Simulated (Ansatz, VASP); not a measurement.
## Two plane-wave programs on Si

```
CELL_PARAMETERS angstrom
0.00000 2.73483 2.73483
2.73483 0.00000 2.73483
2.73483 2.73483 0.00000
ATOMIC_POSITIONS crystal
Si 0.00000 0.00000 0.00000
Si 0.25000 0.25000 0.25000
```

Alike in both runs: functional PBE; k mesh 10 × 10 × 10; occupations gaussian, width 0.02 eV; no spin polarisation.

Ansatz relaxed the structure, and its values are those at the end. VASP's run is a single point on that final structure, the one shown.

|  | VASP | Ansatz |
| --- | --- | --- |
| version | VASP 6.6.1 | Ansatz 0.2.0 |
| potentials or method | VASP PAW PBE potentials, release 64 (Si), cutoff 500 eV | scalar-relativistic, plane waves, PAW |
| valence electrons in the cell | 8 | 8 |

```tsv
	VASP	Ansatz	Ansatz less VASP
gap on the k mesh at the Fermi level (eV)	0.62	0.62	-0.001
least direct gap on the mesh (eV)	2.56	2.55	-0.005
pressure (GPa)	0.0	0.0	+0.06
```
